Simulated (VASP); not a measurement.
# TePb (P-6m2) in VASP: notebook, part 2 of 2

VASP 6.6.1. The steps go on from the part before.

### Step 3. Relaxation of shape and atoms at fixed volume, r2SCAN (36.22 Å³/atom)

This run uses another cell than the first one, of 36.22 Å³/atom.

POSCAR reads:

```
TePb
1.0
    4.4585851537      0.0000000000      0.0000000000
   -2.2292925769      3.8612480081      0.0000000000
    0.0000000000      0.0000000000      4.2079892961
Pb Te
1 1
Direct
    0.0000000000      0.0000000000      0.0000000000
    0.6666666667      0.3333333333      0.5000000000
```

INCAR.step1 reads:

```
SYSTEM = TePb
  PREC = Accurate
  ENCUT = 600
  ISMEAR = 0
  SIGMA = 0.05
  LREAL = .FALSE.
  LASPH = .TRUE.
  NELM = 60
  GGA = PE
  ALGO = Normal
  EDIFF = 1E-4
  LWAVE = .TRUE.
  LCHARG = .FALSE.
```

INCAR.step2 reads:

```
SYSTEM = TePb
  PREC = Accurate
  ENCUT = 600
  EDIFF = 1E-6
  ISMEAR = 0
  SIGMA = 0.05
  LREAL = .FALSE.
  LASPH = .TRUE.
  NELM = 60
  ALGO = Normal
  ISIF = 4
  LWAVE = .FALSE.
  LCHARG = .FALSE.
  METAGGA = R2SCAN
  LMIXTAU = .TRUE.
  IBRION = 2
  NSW = 60
  EDIFFG = -0.01
  ISTART = 1
```

KPOINTS reads:

```
regular mesh
0
G
  10 10 8
  0 0 0
```

Potentials or basis: VASP PAW PBE potentials, release 64 (Pb_d, Te).

Run with:

```sh
cat potpaw_PBE.64/Pb_d/POTCAR potpaw_PBE.64/Te/POTCAR > POTCAR
cp INCAR.step1 INCAR
mpirun -np 1 vasp_std > vasp.out
cp INCAR.step2 INCAR
mpirun -np 1 vasp_std > vasp.out
```

OUTCAR:

```text
SYSTEM = TePb
   PREC = Accurate
   ENCUT = 600
   EDIFF = 1E-6
   ISMEAR = 0
   LREAL = .FALSE.
   LASPH = .TRUE.
   NELM = 60
   ISIF = 4
   METAGGA = R2SCAN
   IBRION = 2
   NSW = 60
   EDIFFG = -0.01
   ISTART = 1

 ion  position               nearest neighbor table
   1  0.000  0.000  0.000-   2 3.32   2 3.32   2 3.32   2 3.32   2 3.32   2 3.32
   2  0.667  0.333  0.500-   1 3.32   1 3.32   1 3.32   1 3.32   1 3.32   1 3.32

  LATTYP: Found a hexagonal cell.
 ALAT       =     4.4585851537
 C/A-ratio  =     0.9437947580

  Lattice vectors:

 A1 = (   4.4585851537,   0.0000000000,   0.0000000000)
 A2 = (  -2.2292925769,   3.8612480081,   0.0000000000)
 A3 = (   0.0000000000,   0.0000000000,   4.2079892961)

Analysis of symmetry for initial positions (statically):
=====================================================================
 Subroutine PRICEL returns:
 Original cell was already a primitive cell.

 Routine SETGRP: Setting up the symmetry group for a
 hexagonal supercell.

 Subroutine GETGRP returns: Found 12 space group operations
 (whereof 12 operations were pure point group operations)
 out of a pool of 24 trial point group operations.

The static configuration has the point symmetry D_3h.
[... 172 lines left out ...]
  in kB       -6.7511221     -6.7511221     -9.8500914      0.0000000      0.0000000      0.0000000
  external PRESSURE =      -7.7841119 kB  Pullay stress =       0.0000000 kB
[... 59 lines left out ...]
--------------------------------------- Ionic step        3  -------------------------------------------

 number of electron      20.0000000 magnetization

 Free energy of the ion-electron system (eV)
  ---------------------------------------------------
  ext. energy  EPLUGINS =         0.00000000
  ---------------------------------------------------
  free energy    TOTEN  =       -82.42678399 eV

  energy without entropy =      -82.42663569  energy(sigma->0) =      -82.42670984

 E-fermi :   4.8257     XC(G=0):  -9.4555

 val. band max:        4.7283558177   @ k =   0.2000   0.2000   0.1250
 cond. band min:       4.8346208287   @ k =   0.0000   0.0000   0.5000
 fundamental gap:      0.1062650110
 Fermi energy:         4.8256727739

 k-point     1 :       0.0000    0.0000    0.0000
  band No.  band energies     occupation
      1     -12.7096      2.00000
      2     -12.7096      2.00000
      3     -12.6862      2.00000
      4     -12.6534      2.00000
      5     -12.6534      2.00000
      6      -7.2960      2.00000
      7      -1.4742      2.00000
      8       2.9850      2.00000
      9       3.6912      2.00000
     10       3.6912      2.00000
     11       7.7308      0.00000
     12       7.7308      0.00000
     13       9.5751      0.00000
     14      10.7950      0.00000
[... 377 lines left out ...]
      1     -12.7161      2.00000
      2     -12.6847      2.00000
      3     -12.6730      2.00000
      4     -12.6654      2.00000
      5     -12.6599      2.00000
      6      -6.0222      2.00000
      7      -3.5317      2.00000
      8       2.0824      2.00000
      9       2.9849      2.00000
     10       4.3400      2.00000
     11       6.3233      0.00000
     12       8.6877      0.00000
     13       9.0093      0.00000
     14      10.6938      0.00000

 [... further k-points ...]
[... 5 lines left out ...]
  --------------------------------------------------------------------------------------
  -------------------------------------------------------------------------------------
  Total       -0.3204504     -0.3204504     -0.3472983      0.0000000     -0.0000000      0.0000000
  in kB       -7.0871555     -7.0871555     -7.6809297      0.0000000     -0.0000000      0.0000000
  external PRESSURE =      -7.2850802 kB  Pullay stress =       0.0000000 kB
[... 17 lines left out ...]
  FREE ENERGIE OF THE ION-ELECTRON SYSTEM (eV)
  ---------------------------------------------------
  free  energy   TOTEN  =       -82.4267839882 eV

  energy  without entropy=      -82.4266356869  energy(sigma->0) =      -82.42670984

 reached required accuracy - stopping structural energy minimisation
```

OSZICAR.step1:

```text
N       E                     dE             d eps       ncg     rms          rms(c)
DAV:   1     0.155139324066E+03    0.15514E+03   -0.99234E+03  1960   0.151E+03
DAV:   2     0.447352364903E+01   -0.15067E+03   -0.14775E+03  2026   0.343E+02
DAV:   3    -0.718506108916E+01   -0.11659E+02   -0.11376E+02  2632   0.102E+02
DAV:   4    -0.748466262028E+01   -0.29960E+00   -0.29951E+00  2288   0.196E+01
DAV:   5    -0.749530848305E+01   -0.10646E-01   -0.10646E-01  2806   0.334E+00    0.319E+00
DAV:   6    -0.729433532068E+01    0.20097E+00   -0.50035E-01  2600   0.504E+00    0.203E+00
DAV:   7    -0.728731084496E+01    0.70245E-02   -0.11699E-01  2412   0.177E+00    0.967E-01
DAV:   8    -0.728858594320E+01   -0.12751E-02   -0.16379E-02  2320   0.129E+00    0.183E-01
DAV:   9    -0.728838182180E+01    0.20412E-03   -0.45620E-03  2494   0.527E-01    0.530E-02
DAV:  10    -0.728842900748E+01   -0.47186E-04   -0.71857E-04  2236   0.199E-01
   1 F= -.72884290E+01 E0= -.72880810E+01  d E =-.695937E-03
```

Run time: 8 min. Hardware: 1 thread of Oxide Virtual Turin-like, shared host; peak memory 0.26 GiB.

Results:

```yaml
Free_energy: -82.4268 eV
Energy_gained_by_relaxing: 0.1 meV/atom
Ionic_steps: 3
Pressure_after_relaxing: -0.7 GPa
Band_gap_on_the_k_mesh: zero (bands 10 and 11 overlap by 0.38 eV)
```

Step by step:
```csv
step,energy change (eV),largest force (eV/Å),pressure (GPa),volume (Å³)
1,0.0000,0.0000,-0.78,72.44
2,-0.0002,0.0000,-0.74,72.44
3,-0.0003,0.0000,-0.73,72.44
```

Final structure:
```xyz
2
Lattice="4.4654 0.0000 0.0000 -2.2327 3.8671 0.0000 0.0000 0.0000 4.1952" Properties=species:S:1:pos:R:3 pbc="T T T"
Pb    0.0000    0.0000    0.0000
Te    2.2327    1.2890    2.0976
```

Levels at points of the mesh, in eV from the Fermi level:
| k point | band 6 | band 7 | band 8 | band 9 | band 10 | band 11 | band 12 | band 13 | band 14 |
| --- | --- | --- | --- | --- | --- | --- | --- | --- | --- |
| (0.00, 0.00, 0.00) | -12.12 | -6.30 | -1.84 | -1.13 | -1.13 | 2.91 | 2.91 | 4.75 | 5.97 |
| (0.50, 0.00, 0.00) | -10.93 | -8.47 | -2.27 | -1.65 | -0.56 | 2.19 | 2.82 | 4.91 | 4.98 |
| (0.00, 0.00, 0.50) | -10.86 | -9.00 | -0.29 | -0.29 | 0.01 | 1.48 | 2.66 | 2.66 | 7.45 |
| (0.50, 0.00, 0.50) | -10.21 | -7.96 | -3.70 | -3.70 | -0.81 | 1.48 | 2.78 | 2.86 | 9.10 |

Caveat: semilocal functionals underestimate gaps, and a narrow one can read as zero; the PAW data sets were made with another functional, which shifts forces and pressure a little; spin-orbit coupling is left out, which moves the levels of the heavy elements.

The gap in the log of VASP goes by the Fermi energy; the results here count the filled bands.